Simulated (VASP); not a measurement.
Here is a VASP 6.6.1 calculation.

INCAR

```
  PREC = Accurate
  ENCUT = 600
  EDIFF = 1E-6
  ISMEAR = 1
  SIGMA = 0.1
  LREAL = False
  LASPH = True
  NELM = 60
  ALGO = Normal
  ISIF = 8
  LWAVE = False
  LCHARG = False
  IBRION = 2
  NSW = 80
  EDIFFG = -0.01
```

KPOINTS

```
Automatic mesh
0
Gamma
  8 8 8
```

Contents of POSCAR:

```
MgO
1.0
    4.2100000000      0.0000000000      0.0000000000
    0.0000000000      4.2100000000      0.0000000000
    0.0000000000      0.0000000000      4.2100000000
Mg O
4 4
Direct
    0.0000000000      0.0000000000      0.0000000000
    0.0000000000      0.5000000000      0.5000000000
    0.5000000000      0.0000000000      0.5000000000
    0.5000000000      0.5000000000      0.0000000000
    0.5000000000      0.0000000000      0.0000000000
    0.5000000000      0.5000000000      0.5000000000
    0.0000000000      0.0000000000      0.5000000000
    0.0000000000      0.5000000000      0.0000000000
```

Potentials or basis: VASP PAW LDA potentials, release 64 (Mg, O).

Launch:

```bash
$ cat potpaw_LDA.64/Mg/POTCAR potpaw_LDA.64/O/POTCAR > POTCAR
$ mpirun -np 1 vasp_std > vasp.out
```

**Question.** Predict the band gap on the k mesh.

**Answer.** 5.15 eV.

**Question.** Estimate the space group after relaxing (to 0.1 Å).

**Answer.** Fm-3m (No. 225).

**Question.** Predict the relaxed volume.

**Answer.** 8.89 Å³/atom.

Step by step:
| step | energy change (eV) | largest force (eV/Å) | pressure (GPa) | volume (Å³) |
| --- | --- | --- | --- | --- |
| 1 | 0.0000 | 0.0000 | -7.84 | 74.62 |
| 2 | -0.0734 | 0.0000 | 3.53 | 69.80 |
| 3 | -0.0879 | 0.0000 | -0.03 | 71.14 |

A k mesh can miss the band edges.
